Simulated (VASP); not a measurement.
# MnS (R-3m) in VASP: notebook, part 2 of 2

VASP 6.6.1. Earlier steps stand in the parts before.

## (6) Single point, PBE, collinear spin, ferromagnetic start

File INCAR:

```
SYSTEM = MnS
ALGO     = Normal         ! electronic algorithm
EDIFF    = 1E-6           ! SCF threshold, eV
ENCUT    = 600            ! plane-wave cutoff, eV
GGA      = PE             ! functional
GGA_COMPAT= .False.      
ISIF     = 2              ! what is computed and relaxed
ISMEAR   = -1             ! smearing method
ISPIN    = 2              ! spin polarisation
LASPH    = .True.         ! aspherical terms in the spheres
LCHARG   = .True.         ! write CHGCAR
LELF     = .True.         ! ELF
LMAXMIX  = 4              ! l up to which the mixer works
LORBIT   = 11             ! projections on sites
LREAL    = .False.        ! projectors in reciprocal space
LVHAR    = .True.       
LWAVE    = .False.        ! write WAVECAR
MAGMOM   = 6 0            ! initial moments
NBANDS   = 22             ! bands
NELM     = 200            ! most SCF steps
NUPDOWN  = 6.0            ! fixed moment
PREC     = Accurate       ! precision mode
SIGMA    = 0.05           ! smearing width, eV
```

File KPOINTS:

```
k-points
0
Gamma
  8 8 8
  0 0 0
```

File POSCAR:

```
MnS
1.0
    1.8299960138      1.0565486912      2.9709202777
   -1.8299960138      1.0565486912      2.9709202777
    0.0000000000     -2.1130973823      2.9709202777
Mn S
1 1
Direct
    0.0000000000      0.0000000000      0.0000000000
    0.5000000000      0.5000000000      0.5000000000
```

Potentials or basis: VASP PAW PBE potentials, release 64 (Mn_sv, S).

Started as:

```console
$ cat potpaw_PBE.64/Mn_sv/POTCAR potpaw_PBE.64/S/POTCAR > POTCAR
$ mpirun -np 1 vasp_std > vasp.out
```

OUTCAR:

```text
SYSTEM = MnS
   EDIFF = 1E-6
   ENCUT = 600
   GGA = PE
   ISIF = 2
   ISMEAR = -1
   ISPIN = 2
   LASPH = .True.
   LORBIT = 11
   LREAL = .False.
   NELM = 200
   NUPDOWN = 6.0
   PREC = Accurate

 ion  position               nearest neighbor table
   1  0.000  0.000  0.000-   2 2.58   2 2.58   2 2.58   2 2.58   2 2.58   2 2.58
   2  0.500  0.500  0.500-   1 2.58   1 2.58   1 2.58   1 2.58   1 2.58   1 2.58

  LATTYP: Found a trigonal (rhomboedric) cell.
 ALAT       =     3.6457575130
 COS(alpha) =     0.4960879726

  Lattice vectors:

 A1 = (   1.8299960138,   1.0565486912,   2.9709202777)
 A2 = (  -1.8299960138,   1.0565486912,   2.9709202777)
 A3 = (   0.0000000000,  -2.1130973823,   2.9709202777)

Analysis of symmetry for initial positions (statically):
=====================================================================
 Subroutine PRICEL returns:
 Original cell was already a primitive cell.

 Routine SETGRP: Setting up the symmetry group for a
 trigonal (rhombohedral) supercell.

 Subroutine GETGRP returns: Found 12 space group operations
 (whereof 12 operations were pure point group operations)
 out of a pool of 12 trial point group operations.

The static configuration has the point symmetry D_3d.

Analysis of symmetry for dynamics (positions and initial velocities):
=====================================================================
 Subroutine PRICEL returns:
 Original cell was already a primitive cell.

 Routine SETGRP: Setting up the symmetry group for a
 trigonal (rhombohedral) supercell.

 Subroutine GETGRP returns: Found 12 space group operations
 (whereof 12 operations were pure point group operations)
 out of a pool of 12 trial point group operations.

The dynamic configuration has the point symmetry D_3d.

Analysis of structural, dynamic, and magnetic symmetry:
=====================================================================
 Subroutine PRICEL returns:
 Original cell was already a primitive cell.

 Routine SETGRP: Setting up the symmetry group for a
 trigonal (rhombohedral) supercell.

 Subroutine GETGRP returns: Found 12 space group operations
 (whereof 12 operations were pure point group operations)
 out of a pool of 12 trial point group operations.

The overall configuration has the point symmetry D_3d.

 Subroutine INISYM returns: Found 12 space group operations
 (whereof 12 operations are pure point group operations),
 and found     1 'primitive' translations

----------------------------------------------------------------------------------------

                                     Primitive cell

  volume of cell :      34.4653

  direct lattice vectors                    reciprocal lattice vectors
     1.829996014  1.056548691  2.970920278     0.273224639  0.157746319  0.112198680
    -1.829996014  1.056548691  2.970920278    -0.273224639  0.157746319  0.112198680
     0.000000000 -2.113097382  2.970920278     0.000000000 -0.315492638  0.112198680

  length of vectors
     3.645757513  3.645757513  3.645757513     0.334849441  0.334849441  0.334849441

  position of ions in fractional coordinates (direct lattice)
     0.000000000  0.000000000  0.000000000
     0.500000000  0.500000000  0.500000000

  ion indices of the primitive-cell ions
   primitive index   ion index
[... 66 lines left out ...]
   ISTART =      0    job   : 0-new  1-cont  2-samecut
   ICHARG =      2    charge: 1-file 2-atom 10-const
   ISPIN  =      2    spin polarized calculation?
   LNONCOLLINEAR =      F non collinear calculations
   LSORBIT =      F    spin-orbit coupling
   LASPH  =      T    aspherical Exc in radial PAW
   ENCUT  =  600.0 eV  44.10 Ry    6.64 a.u.   7.28  7.28  7.28*2*pi/ulx,y,z
   NELM   =    200;   NELMIN=  2; NELMDL= -5     # of ELM steps
   EDIFF  = 0.1E-05   stopping-criterion for ELM
   LREAL  =      F    real-space projection
   EDIFFG = 0.1E-04   stopping-criterion for IOM
   NSW    =      0    number of steps for IOM
   IBRION =     -1    ionic relax: 0-MD 1-quasi-New 2-CG
   NFREE  =      0    steps in history (QN), initial steepest desc. (CG)
   ISIF   =      2    stress and relaxation
   ISYM   =      2    0-nonsym 1-usesym 2-fastsym
   POTIM  = 0.5000    time-step for ionic-motion
   TEBEG  =    0.0;   TEEND  =   0.0 temperature during run
   PSTRESS=    0.0 pullay stress
   NELECT =      21.0000    total number of electrons
   NUPDOWN=       6.0000    fix difference up-down
   EMIN   =  10.00;   EMAX   =-10.00  energy-range for DOS
   EFERMI =   0.00;   METHOD = LEGACY
   ISMEAR =    -1;   SIGMA  =   0.05  broadening in eV -4-tet -1-fermi 0-gaus
   EFERMI_NEDOS =   21; number of points for ismear=-14 and -15
   IALGO  =     38    algorithm
   IMIX   =      4    mixing-type and parameters
     AMIX     =   0.40;   BMIX     =  1.00
     AMIX_MAG =   1.60;   BMIX_MAG =  1.00
  volume/ion in A,a.u.               =      17.23       116.29
  Fermi-wavevector in a.u.,A,eV,Ry     =   1.387887  2.622725 26.207937  1.926229
  Thomas-Fermi vector in A             =   2.512065
   LORBIT       =     11    0 simple, 1 ext, 2 COOP (PROOUT), +10 PAW based schemes
   GGA     = PE    functional components
   LHFCALC =     F    Hartree Fock is set to
   AEXX    =    0.0000 exact exchange contribution
   IVDW    =     0    specifies the selected vdW correction
   LEPSILON=     F    determine dielectric tensor
   LRPA    =     F    only Hartree local field effects (RPA)
 spin polarized calculation
  energy-cutoff  :      600.00
  volume of cell :       34.47
 maximum number of plane-waves:      1173
 NGX is ok and might be reduce to    30
   NGX = 15   NGY = 15   NGZ = 15

 number of electron      20.9999992 magnetization       5.9999997

 Free energy of the ion-electron system (eV)
  ---------------------------------------------------
  ext. energy  EPLUGINS =         0.00000000
  ---------------------------------------------------
  free energy    TOTEN  =       -11.35284736 eV

  energy without entropy =      -11.33770351  energy(sigma->0) =      -11.34527543

 E-fermi :   4.9919     XC(G=0): -10.8040

 val. band max:       11.3622587258   @ k =  -0.3750   0.1250   0.1250
 cond. band min:       5.0279042511   @ k =   0.3750   0.3750   0.2500
 fundamental gap:     -6.3343544748
 Fermi energy:        11.3670629376

 spin component 1

 k-point     1 :       0.0000    0.0000    0.0000
  band No.  band energies     occupation
      1     -73.9727      1.00000
      2     -42.7102      1.00000
      3     -42.7102      1.00000
      4     -42.7097      1.00000
      5      -7.1976      1.00000
      6       4.5143      1.00000
[... 589 lines left out ...]
     21      24.3217      0.00000
     22      25.4926      0.00000

 [... further k-points ...]

 spin component 2

 k-point     1 :       0.0000    0.0000    0.0000
  band No.  band energies     occupation
      1     -69.0749      1.00000
      2     -37.8964      1.00000
      3     -37.8964      1.00000
      4     -37.8949      1.00000
      5      -6.2749      1.00000
      6       6.4619      0.00000
[... 589 lines left out ...]
     21      25.7998      0.00000
     22      26.8491      0.00000

 [... further k-points ...]

------------------------ aborting loop because EDIFF is reached ----------------------------------------

  FORCE on cell =-STRESS in cart. coord.  units (eV):
  Direction    XX          YY          ZZ          XY          YZ          ZX
  --------------------------------------------------------------------------------------
  -------------------------------------------------------------------------------------
  Total        3.2021616      3.2021616      3.0328393      0.0000000      0.0000000      0.0000000
  in kB      148.8579130    148.8579130    140.9866768      0.0000000      0.0000000      0.0000000
  external PRESSURE =     146.2341676 kB  Pullay stress =       0.0000000 kB

 VOLUME and BASIS-vectors are now :
 -----------------------------------------------------------------------------
  energy-cutoff  :      600.00
  volume of cell :       34.47
      direct lattice vectors                 reciprocal lattice vectors
     1.829996014  1.056548691  2.970920278     0.273224639  0.157746319  0.112198680
    -1.829996014  1.056548691  2.970920278    -0.273224639  0.157746319  0.112198680
     0.000000000 -2.113097382  2.970920278     0.000000000 -0.315492638  0.112198680

 POSITION                                       TOTAL-FORCE (eV/Angst)
 -----------------------------------------------------------------------------------
      0.00000      0.00000      0.00000         0.000000      0.000000     -0.000000
      0.00000      0.00000      4.45638        -0.000000     -0.000000      0.000000
 -----------------------------------------------------------------------------------
    total drift:                                0.000000      0.000000      0.000000

  FREE ENERGIE OF THE ION-ELECTRON SYSTEM (eV)
  ---------------------------------------------------
  free  energy   TOTEN  =       -11.3528473609 eV

  energy  without entropy=      -11.3377035071  energy(sigma->0) =      -11.34527543

 total charge

# of ion       s       p       d       tot
------------------------------------------
    1        2.200   6.016   4.570  12.786
    2        1.361   2.307   0.000   3.668
--------------------------------------------------
tot          3.561   8.323   4.570  16.454

 magnetization (x)

# of ion       s       p       d       tot
------------------------------------------
    1        0.113   0.036   4.196   4.346
    2        0.063   0.412   0.000   0.475
--------------------------------------------------
tot          0.176   0.448   4.196   4.821
```

Run time: 2.1 min. Hardware: 1 thread of AMD EPYC 7R13 (Zen 3), shared host; peak memory 0.21 GiB.

Results:

```yaml
Free_energy: -11.3528 eV
Pressure: 14.6 GPa
Net_moment: 6.00 μB per cell
Site_moments: Mn +4.35; S +0.47 μB
Valence_electrons_inside_the_program's_atomic_spheres: Mn 12.79; S 3.67
```

Caveat: the cell stands under pressure; the total moment is fixed, so each spin has its own Fermi level; a cell with one magnetic atom can't hold antiferromagnetic order, which such compounds often take.

## (7) The runs side by side

```csv
fixed moment (μB),pressure (GPa),moment (μB)
3.0,-16.6,3.00
1.0,-17.9,1.00
5.0,2.2,5.00
4.0,-9.3,4.00
6.0,14.6,6.00
```

Alike in all rows: task single point; level PBE; potentials or basis VASP PAW PBE potentials, release 64 (Mn_sv, S); spin collinear, ferromagnetic start; cell as given; k mesh 8 × 8 × 8; cutoff (eV) 600; smearing fermi-dirac 0.05 eV.

Caveats: the total moment is fixed, so each spin has its own Fermi level; a cell with one magnetic atom can't hold antiferromagnetic order, which such compounds often take; the cell stands under tension (at least some runs); the cell stands under pressure (at least some runs).

Total energies depend on the potentials used, so only differences within one code and one set of settings carry meaning.
